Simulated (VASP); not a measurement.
# ZnPt3 (Pm-3m) in VASP: single point with LDA

Aim: the single point of ZnPt3 with LDA.

Everything below comes from runs of VASP 6.6.1. Logs are shortened: lines on timing, memory, paths and dates and some standing lists are left out, and cuts for length are marked.

### Step 1. The cell of the first run

The structure is cubic, space group Pm-3m (No. 221). Conventional cell: a = 3.893 Å, b = 3.893 Å, c = 3.893 Å, α = 90.00°, β = 90.00°, γ = 90.00°. Within 3.6 Å of Zn (site symmetry m-3m) lie 12 Pt at 2.75 Å. Pt (site symmetry 4/mmm) has 4 Zn at 2.75 Å and 8 Pt at 2.75 Å within 3.6 Å.

### Step 2. Single point, LDA

Contents of INCAR:

```
SYSTEM = ZnPt3
ALGO = Normal ; EDIFF = 1E-6
ENCUT = 520 ; ISIF = 2
ISMEAR = -1 ; LASPH = .True.
LCHARG = .False. ; LREAL = .False.
LWAVE = .False. ; NBANDS = 29
NELM = 80 ; PREC = Accurate
SIGMA = 0.1
```

Contents of KPOINTS:

```
k-points
0
Gamma
  6 6 6
  0 0 0
```

Contents of POSCAR:

```
ZnPt3
1.0
    3.8930000000      0.0000000000      0.0000000000
    0.0000000000      3.8930000000      0.0000000000
    0.0000000000      0.0000000000      3.8930000000
Zn Pt
1 3
Direct
    0.0000000000      0.0000000000      0.0000000000
    0.0000000000      0.5000000000      0.5000000000
    0.5000000000      0.0000000000      0.5000000000
    0.5000000000      0.5000000000      0.0000000000
```

Potentials or basis: VASP PAW LDA potentials, release 64 (Zn, Pt).

The run is started by

```bash
$ cat potpaw_LDA.64/Zn/POTCAR potpaw_LDA.64/Pt/POTCAR > POTCAR
$ mpirun -np 1 vasp_std > vasp.out
```

OUTCAR:

```text
SYSTEM = ZnPt3
   EDIFF = 1E-6
   ENCUT = 520
   ISIF = 2
   ISMEAR = -1
   LASPH = .True.
   LREAL = .False.
   NELM = 80
   PREC = Accurate

 ion  position               nearest neighbor table
   1  0.000  0.000  0.000-   2 2.75   3 2.75   4 2.75   2 2.75   3 2.75   2 2.75   4 2.75   2 2.75
                             3 2.75   4 2.75   3 2.75   4 2.75
   2  0.000  0.500  0.500-   1 2.75   3 2.75   4 2.75   1 2.75   4 2.75   1 2.75   3 2.75   1 2.75
                             3 2.75   4 2.75   4 2.75   3 2.75
   3  0.500  0.000  0.500-   1 2.75   2 2.75   4 2.75   1 2.75   4 2.75   2 2.75   4 2.75   4 2.75
                             1 2.75   2 2.75   1 2.75   2 2.75
   4  0.500  0.500  0.000-   1 2.75   2 2.75   3 2.75   2 2.75   3 2.75   1 2.75   3 2.75   3 2.75
                             1 2.75   2 2.75   2 2.75   1 2.75

  LATTYP: Found a simple cubic cell.
 ALAT       =     3.8930000000

  Lattice vectors:

 A1 = (   3.8930000000,   0.0000000000,   0.0000000000)
 A2 = (   0.0000000000,   3.8930000000,   0.0000000000)
 A3 = (   0.0000000000,   0.0000000000,   3.8930000000)

Analysis of symmetry for initial positions (statically):
=====================================================================
 Subroutine PRICEL returns:
 Original cell was already a primitive cell.

 Routine SETGRP: Setting up the symmetry group for a
 simple cubic supercell.

 Subroutine GETGRP returns: Found 48 space group operations
 (whereof 48 operations were pure point group operations)
 out of a pool of 48 trial point group operations.

The static configuration has the point symmetry O_h .

Analysis of symmetry for dynamics (positions and initial velocities):
=====================================================================
 Subroutine PRICEL returns:
 Original cell was already a primitive cell.

 Routine SETGRP: Setting up the symmetry group for a
 simple cubic supercell.

 Subroutine GETGRP returns: Found 48 space group operations
 (whereof 48 operations were pure point group operations)
 out of a pool of 48 trial point group operations.

The dynamic configuration has the point symmetry O_h .

 Subroutine INISYM returns: Found 48 space group operations
 (whereof 48 operations are pure point group operations),
 and found     1 'primitive' translations

----------------------------------------------------------------------------------------

                                     Primitive cell

  volume of cell :      59.0002

  direct lattice vectors                    reciprocal lattice vectors
     3.893000000  0.000000000  0.000000000     0.256871307  0.000000000  0.000000000
     0.000000000  3.893000000  0.000000000     0.000000000  0.256871307  0.000000000
     0.000000000  0.000000000  3.893000000     0.000000000  0.000000000  0.256871307

  length of vectors
     3.893000000  3.893000000  3.893000000     0.256871307  0.256871307  0.256871307

  position of ions in fractional coordinates (direct lattice)
     0.000000000  0.000000000  0.000000000
     0.000000000  0.500000000  0.500000000
     0.500000000  0.000000000  0.500000000
     0.500000000  0.500000000  0.000000000

  ion indices of the primitive-cell ions
   primitive index   ion index
                 1           1
                 2           2
                 3           3
                 4           4

----------------------------------------------------------------------------------------

 KPOINTS: k-points

Automatic generation of k-mesh.
 Grid dimensions read from file:
 generate k-points for:    6    6    6

 Generating k-lattice:

  Cartesian coordinates                     Fractional coordinates (reciprocal lattice)
     0.042811885  0.000000000  0.000000000     0.166666667  0.000000000  0.000000000
     0.000000000  0.042811885  0.000000000     0.000000000  0.166666667  0.000000000
     0.000000000  0.000000000  0.042811885     0.000000000  0.000000000  0.166666667

  Length of vectors
     0.042811885  0.042811885  0.042811885

  Shift w.r.t. Gamma in fractional coordinates (k-lattice)
     0.000000000  0.000000000  0.000000000

 Subroutine IBZKPT returns following result:
 ===========================================

 Found     20 irreducible k-points:

 Following reciprocal coordinates:
            Coordinates               Weight
  0.000000  0.000000  0.000000      1.000000
  0.166667  0.000000  0.000000      6.000000
  0.333333  0.000000  0.000000      6.000000
  0.500000  0.000000  0.000000      3.000000
  0.166667  0.166667  0.000000     12.000000
  0.333333  0.166667  0.000000     24.000000
[... 12 lines left out ...]
  0.500000  0.500000  0.333333      6.000000
  0.500000  0.500000  0.500000      1.000000
   k-points           NKPTS =     20   k-points in BZ     NKDIM =     20   number of bands    NBANDS=     29
   number of dos      NEDOS =    301   number of ions     NIONS =      4
   total plane-waves  NPLWV =  27000
   dimension x,y,z NGX =    30 NGY =   30 NGZ =   30
   dimension x,y,z NGXF=    60 NGYF=   60 NGZF=   60
   ions per type =               1   3
   NGX,Y,Z   is equivalent  to a cutoff of  12.81, 12.81, 12.81 a.u.
   NGXF,Y,Z  is equivalent  to a cutoff of  25.62, 25.62, 25.62 a.u.
 SYSTEM =  ZnPt3
   PREC   = accura    normal or accurate (medium, high low for compatibility)
   ISTART =      0    job   : 0-new  1-cont  2-samecut
   ICHARG =      2    charge: 1-file 2-atom 10-const
   ISPIN  =      1    spin polarized calculation?
   LNONCOLLINEAR =      F non collinear calculations
   LSORBIT =      F    spin-orbit coupling
   LASPH  =      T    aspherical Exc in radial PAW
   ENCUT  =  520.0 eV  38.22 Ry    6.18 a.u.   7.24  7.24  7.24*2*pi/ulx,y,z
   NELM   =     80;   NELMIN=  2; NELMDL= -5     # of ELM steps
   EDIFF  = 0.1E-05   stopping-criterion for ELM
   LREAL  =      F    real-space projection
   EDIFFG = 0.1E-04   stopping-criterion for IOM
   NSW    =      0    number of steps for IOM
   IBRION =     -1    ionic relax: 0-MD 1-quasi-New 2-CG
   NFREE  =      0    steps in history (QN), initial steepest desc. (CG)
   ISIF   =      2    stress and relaxation
   ISYM   =      2    0-nonsym 1-usesym 2-fastsym
   POTIM  = 0.5000    time-step for ionic-motion
   TEBEG  =    0.0;   TEEND  =   0.0 temperature during run
   PSTRESS=    0.0 pullay stress
   NELECT =      42.0000    total number of electrons
   NUPDOWN=      -1.0000    fix difference up-down
   EMIN   =  10.00;   EMAX   =-10.00  energy-range for DOS
   EFERMI =   0.00;   METHOD = LEGACY
   ISMEAR =    -1;   SIGMA  =   0.10  broadening in eV -4-tet -1-fermi 0-gaus
   EFERMI_NEDOS =   21; number of points for ismear=-14 and -15
   IALGO  =     38    algorithm
   IMIX   =      4    mixing-type and parameters
     AMIX     =   0.40;   BMIX     =  1.00
     AMIX_MAG =   1.60;   BMIX_MAG =  1.00
  volume/ion in A,a.u.               =      14.75        99.54
  Fermi-wavevector in a.u.,A,eV,Ry     =   1.461751  2.762310 29.071803  2.136717
  Thomas-Fermi vector in A             =   2.578046
   LORBIT       =      0    0 simple, 1 ext, 2 COOP (PROOUT), +10 PAW based schemes
   GGA     = CA    functional components
   LHFCALC =     F    Hartree Fock is set to
   AEXX    =    0.0000 exact exchange contribution
   IVDW    =     0    specifies the selected vdW correction
   LEPSILON=     F    determine dielectric tensor
   LRPA    =     F    only Hartree local field effects (RPA)
 non-spin polarized calculation
  energy-cutoff  :      520.00
  volume of cell :       59.00
 maximum number of plane-waves:      1622
 NGX is ok and might be reduce to    30
   NGX = 15   NGY = 15   NGZ = 15

 number of electron      41.9999963 magnetization

 Free energy of the ion-electron system (eV)
  ---------------------------------------------------
  ext. energy  EPLUGINS =         0.00000000
  ---------------------------------------------------
  free energy    TOTEN  =       -25.67781443 eV

  energy without entropy =      -25.56403969  energy(sigma->0) =      -25.62092706

 E-fermi :   9.0546     XC(G=0): -13.3966

 val. band max:        9.0501384983   @ k =   0.1667   0.0000   0.0000
 cond. band min:       9.0629815353   @ k =   0.3333   0.1667   0.1667
 fundamental gap:      0.0128430370
 Fermi energy:         9.0546477015

 k-point     1 :       0.0000    0.0000    0.0000
  band No.  band energies     occupation
      1      -1.0928      2.00000
      2       1.5780      2.00000
      3       1.5780      2.00000
      4       1.8069      2.00000
      5       1.8069      2.00000
      6       1.8069      2.00000
[... 21 lines left out ...]
     28      18.9832      0.00000
     29      18.9832      0.00000

 k-point     2 :       0.1667    0.0000    0.0000
  band No.  band energies     occupation
      1      -0.7400      2.00000
      2       1.6658      2.00000
      3       1.6921      2.00000
      4       1.8639      2.00000
      5       1.8999      2.00000
      6       1.8999      2.00000
[... 21 lines left out ...]
     28      19.1100      0.00000
     29      19.1100      0.00000

 k-point     3 :       0.3333    0.0000    0.0000
  band No.  band energies     occupation
      1       0.2497      2.00000
      2       1.8197      2.00000
      3       1.9139      2.00000
      4       1.9868      2.00000
      5       2.1099      2.00000
      6       2.1099      2.00000
[... 21 lines left out ...]
     28      18.0802      0.00000
     29      19.1573      0.00000

 k-point     4 :       0.5000    0.0000    0.0000
  band No.  band energies     occupation
      1       1.4853      2.00000
      2       1.4987      2.00000
      3       2.0196      2.00000
      4       2.0536      2.00000
      5       2.2313      2.00000
      6       2.2313      2.00000
[... 469 lines left out ...]
     28      16.6947      0.00000
     29      23.2809      0.00000

 k-point    19 :       0.5000    0.5000    0.3333
  band No.  band energies     occupation
      1       1.5984      2.00000
      2       1.6106      2.00000
      3       1.6106      2.00000
      4       1.9197      2.00000
      5       2.3035      2.00000
      6       2.3554      2.00000
[... 21 lines left out ...]
     28      15.2334      0.00000
     29      23.5044      0.00000

 k-point    20 :       0.5000    0.5000    0.5000
  band No.  band energies     occupation
      1       1.4837      2.00000
      2       1.4837      2.00000
      3       1.4837      2.00000
      4       1.7036      2.00000
      5       2.3327      2.00000
      6       2.3327      2.00000
[... 21 lines left out ...]
     28      14.1334      0.00000
     29      24.1552      0.00000

------------------------ aborting loop because EDIFF is reached ----------------------------------------

  FORCE on cell =-STRESS in cart. coord.  units (eV):
  Direction    XX          YY          ZZ          XY          YZ          ZX
  --------------------------------------------------------------------------------------
  -------------------------------------------------------------------------------------
  Total       -2.8411326     -2.8411326     -2.8411326     -0.0000000      0.0000000     -0.0000000
  in kB      -77.1523002    -77.1523002    -77.1523002     -0.0000000      0.0000000     -0.0000000
  external PRESSURE =     -77.1523002 kB  Pullay stress =       0.0000000 kB

 VOLUME and BASIS-vectors are now :
 -----------------------------------------------------------------------------
  energy-cutoff  :      520.00
  volume of cell :       59.00
      direct lattice vectors                 reciprocal lattice vectors
     3.893000000  0.000000000  0.000000000     0.256871307  0.000000000  0.000000000
     0.000000000  3.893000000  0.000000000     0.000000000  0.256871307  0.000000000
     0.000000000  0.000000000  3.893000000     0.000000000  0.000000000  0.256871307

 POSITION                                       TOTAL-FORCE (eV/Angst)
 -----------------------------------------------------------------------------------
      0.00000      0.00000      0.00000         0.000000      0.000000      0.000000
      0.00000      1.94650      1.94650         0.000000      0.000000      0.000000
      1.94650      0.00000      1.94650         0.000000      0.000000      0.000000
      1.94650      1.94650      0.00000         0.000000      0.000000      0.000000
 -----------------------------------------------------------------------------------
    total drift:                                0.000000      0.000000     -0.000000

  FREE ENERGIE OF THE ION-ELECTRON SYSTEM (eV)
  ---------------------------------------------------
  free  energy   TOTEN  =       -25.6778144342 eV

  energy  without entropy=      -25.5640396872  energy(sigma->0) =      -25.62092706
```

Run time: 40 s. Hardware: 1 thread of Intel Xeon 6455B, shared host; peak memory 0.17 GiB.

Results:

```
Free energy            : -25.6778 eV
Pressure               : -7.7 GPa
Band gap on the k mesh : zero (band 21 reaches 9.81 eV, above the bottom of band 22 at 8.77 eV)
```

Levels at points of the mesh, in eV from the Fermi level:
| k point | band 18 | band 19 | band 20 | band 21 | band 22 | band 23 | band 24 | band 25 |
| --- | --- | --- | --- | --- | --- | --- | --- | --- |
| (0.00, 0.00, 0.00) | 0.32 | 0.76 | 0.76 | 0.76 | 1.18 | 1.18 | 1.18 | 6.81 |
| (0.50, 0.00, 0.00) | -1.93 | -1.93 | -1.71 | -0.57 | 0.76 | 5.04 | 6.98 | 6.98 |
| (0.50, 0.50, 0.00) | -2.35 | -1.57 | -1.31 | -1.30 | 0.10 | 2.00 | 2.00 | 8.09 |
| (0.50, 0.50, 0.50) | -1.12 | -1.12 | -1.12 | -0.23 | 0.31 | 0.31 | 0.31 | 4.31 |

Caveat: spin-orbit coupling is left out, which moves the levels of the heavy elements.
